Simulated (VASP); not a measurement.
The system is TaH4.

```xyz
5
Lattice="-1.5059 1.5059 4.9127 1.5059 -1.5059 4.9127 1.5059 1.5059 -4.9127" Properties=species:S:1:pos:R:3 pbc="T T T"
Ta    0.0000    0.0000    0.0000
H     0.0000    1.5059    1.1809
H     1.5059    0.0000    1.1809
H     1.5059    0.0000    3.7318
H     0.0000    1.5059    3.7318
```

The cell was built from a structure type or drawn by symmetry, and may not be a known phase.

* Program: VASP 6.6.1
* Task: relaxation of cell and atoms
* Functional: PBE
* Potentials or basis: VASP PAW PBE potentials, release 64 (Ta_pv, H)
* Cutoff: 600 eV
* k mesh: 8 × 8 × 8
* Occupations: gaussian, width 0.1 eV
* Spin: no spin polarisation

At the start: pressure 1.3 GPa; volume 8.91 Å³/atom.

Problem. How do energy, volume and symmetry change on relaxing?

Solution. Over 8 steps the energy falls by 2.3 meV/atom and the volume is 9.39 Å³/atom (+5.3 %); space group I4/mmm (No. 139, to 0.1 Å) before and after.

Step by step:
```tsv
step	energy change (eV)	largest force (eV/Å)	pressure (GPa)	volume (Å³)
1	0.0000	0.0220	1.33	44.57
2	-0.0025	0.0665	0.11	45.04
3	-0.0026	0.0751	-0.13	45.14
4	-0.0036	0.0573	-0.06	45.22
5	-0.0048	0.0070	0.12	45.45
6	-0.0058	0.0048	0.13	45.60
7	-0.0084	0.0014	0.24	46.05
8	-0.0115	0.0161	0.48	46.94
```

Final structure:
```yaml
crystal:
  lattice:
    - [-1.51542, 1.51542, 5.11019]
    - [1.51542, -1.51542, 5.11019]
    - [1.51542, 1.51542, -5.11019]
  atoms:
    - { symbol: Ta, position: [0.00000, 0.00000, 0.00000] }
    - { symbol: H, position: [0.61434, 0.11434, 0.50000] }
    - { symbol: H, position: [0.11434, 0.61434, 0.50000] }
    - { symbol: H, position: [0.38566, 0.88566, 0.50000] }
    - { symbol: H, position: [0.88566, 0.38566, 0.50000] }
```
